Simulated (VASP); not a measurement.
Te: single point with r2SCAN

Te:

```
Te
1.0
    -1.97464    1.97464    1.97464
     1.97464   -1.97464    1.97464
     1.97464    1.97464   -1.97464
Te
1
Direct
  0.00000 0.00000 0.00000
```

This isn't the form of Te at room conditions, which is trigonal, of chains.

| Property | Result |
| --- | --- |
| Program | VASP 6.6.1 |
| Task | single point |
| Functional | r2SCAN |
| Potentials or basis | VASP PAW PBE potentials, release 64 (Te) |
| Cutoff | 520 eV |
| k mesh | 13 × 13 × 13 |
| Occupations | fermi-dirac, width 0.1 eV |
| Spin | no spin polarisation |
| Dipole correction | no |
| Further INCAR settings | ALGO = Normal; EDIFF = 1e-07; NBANDS = 9 |

```json
{
 "Pressure": "-3.7 GPa",
 "Band gap on the k mesh": "zero (bands 3 and 4 overlap by 5.54 eV)"
}
```

Levels at points of the mesh, in eV from the Fermi level:
```
           k point  band 1  band 2  band 3  band 4  band 5  band 6
(0.00, 0.00, 0.00)  -13.85    2.68    2.68    2.68   10.08   10.10
```

It took 39 s on 1 thread of Intel(R) Xeon(R) 6975P-C (Granite Rapids) (shared host), peak memory 0.17 GiB.

Caveat: the cell stands under tension; the PAW data sets were made with another functional, which shifts forces and pressure a little; spin-orbit coupling is left out, which moves the levels of the heavy elements.
